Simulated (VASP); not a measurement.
# AlN (P6_3mc) in VASP: further runs, part 2 of 2

VASP 6.6.1. Earlier steps stand in the parts before.

## (4) Single point, LDA

This run uses another cell than the first one, of 10.42 Å³/atom, 0.995 times its volume.

File INCAR:

```
  ALGO = Normal
  EDIFF = 1E-6
  ENCUT = 520
  GGA = CA
  ISIF = 2
  ISMEAR = 0
  LASPH = True
  LCHARG = False
  LREAL = False
  LWAVE = False
  NBANDS = 26
  NELM = 60
  PREC = Accurate
  SIGMA = 0.01
```

File KPOINTS:

```
k-points
0
Gamma
  12 12 4
```

File POSCAR:

```
AlN
1.0
    3.0971630264      0.0000000000      0.0000000000
   -1.5485815132      2.6822218605      0.0000000000
    0.0000000000      0.0000000000     10.0339432529
Al N
4 4
Direct
    0.0000000000      0.0000000000     -0.0012654039
    0.3333333333      0.6666666667      0.2498392880
    0.0000000000      0.0000000000      0.4987345961
    0.6666666667      0.3333333333      0.7498392880
    0.0000000000      0.0000000000      0.1882105907
    0.3333333333      0.6666666667      0.4382155251
    0.0000000000      0.0000000000      0.6882105907
    0.6666666667      0.3333333333      0.9382155251
```

Potentials or basis: VASP PAW LDA potentials, release 64 (Al, N).

Run with:

```sh
$ cat potpaw_LDA.64/Al/POTCAR potpaw_LDA.64/N/POTCAR > POTCAR
$ mpirun -np 1 vasp_std > vasp.out
```

OUTCAR:

```text
EDIFF = 1E-6
   ENCUT = 520
   GGA = CA
   ISIF = 2
   ISMEAR = 0
   LASPH = True
   LREAL = False
   NELM = 60
   PREC = Accurate

 ion  position               nearest neighbor table
   1  0.000  0.000  0.999-   8 1.89   8 1.89   8 1.89   5 1.90   4 3.07   4 3.07   4 3.07   2 3.09
                             2 3.09   2 3.09
   2  0.333  0.667  0.250-   6 1.89   5 1.89   5 1.89   5 1.89   3 3.07   3 3.07   3 3.07   1 3.09
                             1 3.09   1 3.09
   3  0.000  0.000  0.499-   6 1.89   6 1.89   6 1.89   7 1.90   2 3.07   2 3.07   2 3.07   4 3.09
                             4 3.09   4 3.09
   4  0.667  0.333  0.750-   8 1.89   7 1.89   7 1.89   7 1.89   1 3.07   1 3.07   1 3.07   3 3.09
                             3 3.09   3 3.09
   5  0.000  0.000  0.188-   2 1.89   2 1.89   2 1.89   1 1.90
   6  0.333  0.667  0.438-   3 1.89   3 1.89   3 1.89   2 1.89
   7  0.000  0.000  0.688-   4 1.89   4 1.89   4 1.89   3 1.90
   8  0.667  0.333  0.938-   1 1.89   1 1.89   1 1.89   4 1.89

  LATTYP: Found a hexagonal cell.
 ALAT       =     3.0971630264
 C/A-ratio  =     3.2397207274

  Lattice vectors:

[... 192 lines left out ...]

 E-fermi :   5.8896     XC(G=0): -11.2606

 val. band max:        5.7943337862   @ k =   0.0000   0.0000   0.0000
 cond. band min:       9.7275523184   @ k =   0.5000   0.0000   0.0000
 fundamental gap:      3.9332185322
 Fermi energy:         5.8896185899

 k-point     1 :       0.0000    0.0000    0.0000
  band No.  band energies     occupation
      1      -9.1236      2.00000
      2      -8.2545      2.00000
      3      -8.2159      2.00000
      4      -6.9586      2.00000
      5      -0.1803      2.00000
      6       2.4658      2.00000
[... 685 lines left out ...]
     25      16.8488      0.00000
     26      17.4279      0.00000

 [... further k-points ...]
[... 5 lines left out ...]
  --------------------------------------------------------------------------------------
  -------------------------------------------------------------------------------------
  Total       -1.7058378     -1.7058378     -1.7129583      0.0000000      0.0000000      0.0000000
  in kB      -32.7882260    -32.7882260    -32.9250894      0.0000000      0.0000000      0.0000000
  external PRESSURE =     -32.8338471 kB  Pullay stress =       0.0000000 kB

 VOLUME and BASIS-vectors are now :
 -----------------------------------------------------------------------------
  energy-cutoff  :      520.00
  volume of cell :       83.35
      direct lattice vectors                 reciprocal lattice vectors
     3.097163026  0.000000000  0.000000000     0.322876126  0.186412618  0.000000000
    -1.548581513  2.682221860  0.000000000     0.000000000  0.372825237  0.000000000
     0.000000000  0.000000000 10.033943253     0.000000000  0.000000000  0.099661716

 POSITION                                       TOTAL-FORCE (eV/Angst)
 -----------------------------------------------------------------------------------
      0.00000      0.00000     10.02125        -0.000000      0.000000      0.003327
     -0.00000      1.78815      2.50687         0.000000     -0.000000     -0.005127
      0.00000      0.00000      5.00427         0.000000     -0.000000      0.003327
      1.54858      0.89407      7.52384        -0.000000      0.000000     -0.005127
      0.00000      0.00000      1.88849         0.000000      0.000000      0.000942
     -0.00000      1.78815      4.39703        -0.000000      0.000000      0.000858
      0.00000      0.00000      6.90547         0.000000      0.000000      0.000942
      1.54858      0.89407      9.41400         0.000000     -0.000000      0.000858
 -----------------------------------------------------------------------------------
    total drift:                                0.000000      0.000000     -0.000512

  FREE ENERGIE OF THE ION-ELECTRON SYSTEM (eV)
  ---------------------------------------------------
  free  energy   TOTEN  =       -65.5757502164 eV

  energy  without entropy=      -65.5757502164  energy(sigma->0) =      -65.57575022
```

OSZICAR:

```text
N       E                     dE             d eps       ncg     rms          rms(c)
DAV:   1     0.974221724843E+02    0.97422E+02   -0.14658E+04  2996   0.109E+03
DAV:   2    -0.670149807344E+02   -0.16444E+03   -0.15425E+03  3952   0.218E+02
DAV:   3    -0.756215906550E+02   -0.86066E+01   -0.85619E+01  4016   0.502E+01
DAV:   4    -0.756881789670E+02   -0.66588E-01   -0.66550E-01  3632   0.515E+00
DAV:   5    -0.756889647040E+02   -0.78574E-03   -0.78556E-03  3988   0.552E-01    0.173E+01
DAV:   6    -0.657781739567E+02    0.99108E+01   -0.32509E+01  3466   0.295E+01    0.620E+00
DAV:   7    -0.656990354183E+02    0.79139E-01   -0.14045E+00  3772   0.566E+00    0.401E+00
DAV:   8    -0.655874571513E+02    0.11158E+00   -0.15631E-01  3480   0.261E+00    0.667E-01
DAV:   9    -0.655756158396E+02    0.11841E-01   -0.21680E-02  3946   0.734E-01    0.269E-01
DAV:  10    -0.655758689321E+02   -0.25309E-03   -0.19392E-03  3530   0.222E-01    0.130E-01
DAV:  11    -0.655757498286E+02    0.11910E-03   -0.33109E-04  3614   0.103E-01    0.235E-02
DAV:  12    -0.655757502164E+02   -0.38779E-06   -0.54608E-06  3636   0.133E-02
   1 F= -.65575750E+02 E0= -.65575750E+02  d E =-.363551E-44
```

Run time: 67 s. Hardware: 1 thread of AMD EPYC 9R14 (Zen 4), shared host; peak memory 0.19 GiB.

Results:

```yaml
Free_energy: -65.5758 eV
Pressure: -3.3 GPa
Largest_force: 0.005 eV/Å
Band_gap_on_the_k_mesh: 3.93 eV, indirect (least direct gap 4.24 eV)
```

Forces in eV/Å, atoms in the order of the input:
```
Al   0.000  0.000  0.003
Al   0.000  0.000 -0.005
Al   0.000  0.000  0.003
Al   0.000  0.000 -0.005
N    0.000  0.000  0.001
N    0.000  0.000  0.001
N    0.000  0.000  0.001
N    0.000  0.000  0.001
```

Levels at points of the mesh, in eV from the valence-band top:
| k point | band 12 | band 13 | band 14 | band 15 | band 16 | band 17 | band 18 | band 19 | band 20 | band 21 |
| --- | --- | --- | --- | --- | --- | --- | --- | --- | --- | --- |
| (0.00, 0.00, 0.00) | -0.35 | -0.35 | -0.09 | -0.09 | 0.00 | 4.24 | 6.31 | 6.58 | 6.94 | 10.08 |
| (0.50, 0.00, 0.00) | -1.34 | -1.32 | -1.27 | -0.77 | -0.58 | 3.93 | 4.57 | 6.88 | 7.15 | 7.94 |
| (0.00, 0.00, 0.50) | -0.58 | -0.18 | -0.18 | -0.18 | -0.18 | 5.17 | 5.17 | 6.94 | 6.94 | 10.04 |
| (0.50, 0.00, 0.50) | -1.76 | -1.35 | -1.35 | -0.82 | -0.82 | 4.50 | 4.50 | 6.54 | 6.54 | 8.60 |

## (5) Relaxation of cell and atoms, r2SCAN

This run uses another cell than the first one, of 10.66 Å³/atom, 1.017 times its volume.

File POSCAR:

```
AlN
1.0
    3.1206867641      0.0000000000      0.0000000000
   -1.5603433820      2.7025940149      0.0000000000
    0.0000000000      0.0000000000     10.1114287924
Al N
4 4
Direct
    0.0000000000      0.0000000000     -0.0012519071
    0.3333333333      0.6666666667      0.2498316790
    0.0000000000      0.0000000000      0.4987480929
    0.6666666667      0.3333333333      0.7498316790
    0.0000000000      0.0000000000      0.1882172310
    0.3333333333      0.6666666667      0.4382029971
    0.0000000000      0.0000000000      0.6882172310
    0.6666666667      0.3333333333      0.9382029971
```

File INCAR.step1:

```
SYSTEM = AlN
  PREC = Accurate
  ENCUT = 600
  ISMEAR = -1
  SIGMA = 0.02
  LREAL = .False.
  LASPH = .True.
  NELM = 100
  GGA = PE
  ALGO = Normal
  EDIFF = 1E-4
  LWAVE = .True.
  LCHARG = .False.
```

File INCAR.step2:

```
SYSTEM = AlN
  PREC = Accurate
  ENCUT = 600
  EDIFF = 1E-7
  ISMEAR = -1
  SIGMA = 0.02
  LREAL = .False.
  LASPH = .True.
  NELM = 100
  ALGO = Normal
  ISIF = 3
  LWAVE = .False.
  LCHARG = .False.
  METAGGA = R2SCAN
  LMIXTAU = .True.
  IBRION = 2
  NSW = 80
  EDIFFG = -0.005
  ISTART = 1
```

File KPOINTS:

```
Automatic mesh
0
Gamma
  12 12 2
  0 0 0
```

Potentials or basis: VASP PAW PBE potentials, release 64 (Al, N).

Run with:

```sh
$ cat potpaw_PBE.64/Al/POTCAR potpaw_PBE.64/N/POTCAR > POTCAR
$ cp INCAR.step1 INCAR
$ mpirun -np 1 vasp_std > vasp.out
$ cp INCAR.step2 INCAR
$ mpirun -np 1 vasp_std > vasp.out
```

Run time: 21 min. Hardware: 1 thread of Intel Xeon Platinum 8259CL at 2.50GHz (Skylake/Cascade Lake), shared host; peak memory 0.3 GiB.

Results (log left out):

```yaml
Free_energy: -76.8111 eV
Relaxed_volume: 10.40 Å³/atom
Relaxed_cell: a = 3.095 Å, b = 3.095 Å, c = 10.030 Å, α = 90.00°, β = 90.00°, γ = 120.00°
Space_group_after_relaxing_to_0.05_Å: P6_3mc (No. 186)
Energy_gained_by_relaxing: 4.0 meV/atom
Ionic_steps: 4
Pressure_after_relaxing: 0.0 GPa
Largest_force_after_relaxing: 0.005 eV/Å
Band_gap_on_the_k_mesh: 4.67 eV, indirect (least direct gap 4.92 eV)
```

Forces on the atoms (eV/Å):
```
Al   0.000  0.000 -0.001
Al   0.000  0.000  0.000
Al   0.000  0.000 -0.001
Al   0.000  0.000  0.000
N    0.000  0.000 -0.004
N    0.000  0.000  0.005
N    0.000  0.000 -0.004
N    0.000  0.000  0.005
```

Stress tensor (GPa, compression positive):
```
 0.05  0.00  0.00
 0.00  0.05  0.00
 0.00  0.00 -0.04
```

Step by step:
```
step  energy change (eV)  largest force (eV/Å)  pressure (GPa)  volume (Å³)
   1              0.0000                0.0103           -4.94        85.28
   2             -0.0003                0.0173            5.24        81.29
   3             -0.0320                0.0046           -0.08        83.25
   4             -0.0320                0.0049            0.02        83.21
```

Final structure:
```
CELL_PARAMETERS angstrom
3.09513 0.00000 0.00000
-1.54757 2.68047 0.00000
0.00000 0.00000 10.03010
ATOMIC_POSITIONS crystal
Al 0.00000 0.00000 0.99876
Al 0.33333 0.66667 0.24986
Al 0.00000 0.00000 0.49876
Al 0.66667 0.33333 0.74986
N 0.00000 0.00000 0.18820
N 0.33333 0.66667 0.43819
N 0.00000 0.00000 0.68820
N 0.66667 0.33333 0.93819
```

Levels at points of the mesh, in eV from the valence-band top:
| k point | band 13 | band 14 | band 15 | band 16 | band 17 | band 18 | band 19 | band 20 |
| --- | --- | --- | --- | --- | --- | --- | --- | --- |
| (0.00, 0.00, 0.00) | -0.36 | -0.09 | -0.09 | 0.00 | 4.92 | 7.12 | 7.40 | 7.91 |
| (0.50, 0.00, 0.00) | -1.32 | -1.29 | -0.77 | -0.58 | 4.67 | 5.36 | 7.79 | 8.05 |
| (0.00, 0.00, 0.50) | -0.18 | -0.18 | -0.18 | -0.18 | 5.87 | 5.87 | 7.87 | 7.87 |
| (0.50, 0.00, 0.50) | -1.34 | -1.34 | -0.82 | -0.82 | 5.24 | 5.24 | 7.42 | 7.42 |

Caveat: the PAW data sets were made with another functional, which shifts forces and pressure a little. r2SCAN opens gaps a little over a GGA but as a rule still falls short of measured ones.

## (6) The runs side by side

| task | level | potentials or basis | cell | k mesh | cutoff (eV) | smearing | gap on the mesh (eV) | pressure (GPa) | largest force (eV/Å) |
| --- | --- | --- | --- | --- | --- | --- | --- | --- | --- |
| single point | PBEsol | VASP PAW PBE potentials, release 64 (Al, N) | a = 3.103, b = 3.103, c = 10.049 Å, angles 90.0, 90.0, 120.0°, 8 atoms | 12 × 12 × 2 | 520 | fermi-dirac 0.02 eV | 3.90 | 0.0 | - |
| single point | PBE | VASP PAW PBE potentials, release 64 (Al, N) | a = 3.097, b = 3.097, c = 10.034 Å, angles 90.0, 90.0, 120.0°, 8 atoms | 12 × 12 × 4 | 520 | fermi-dirac 0.02 eV | 4.04 | 4.4 | 0.01 |
| single point | LDA | VASP PAW LDA potentials, release 64 (Al, N) | a = 3.097, b = 3.097, c = 10.034 Å, angles 90.0, 90.0, 120.0°, 8 atoms | 12 × 12 × 4 | 520 | gaussian 0.01 eV | 3.93 | -3.3 | 0.01 |
| relaxation of cell and atoms | r2SCAN | VASP PAW PBE potentials, release 64 (Al, N) | relaxed from a = 3.121, b = 3.121, c = 10.111 Å, angles 90.0, 90.0, 120.0°, 8 atoms | 12 × 12 × 2 | 600 | fermi-dirac 0.02 eV | 4.67 | 0.0 | - |

Alike in all rows: no spin polarisation.

Caveats: the PAW data sets were made with another functional, which shifts forces and pressure a little (some runs).

Absolute energies hang on the potentials; compare differences alone.
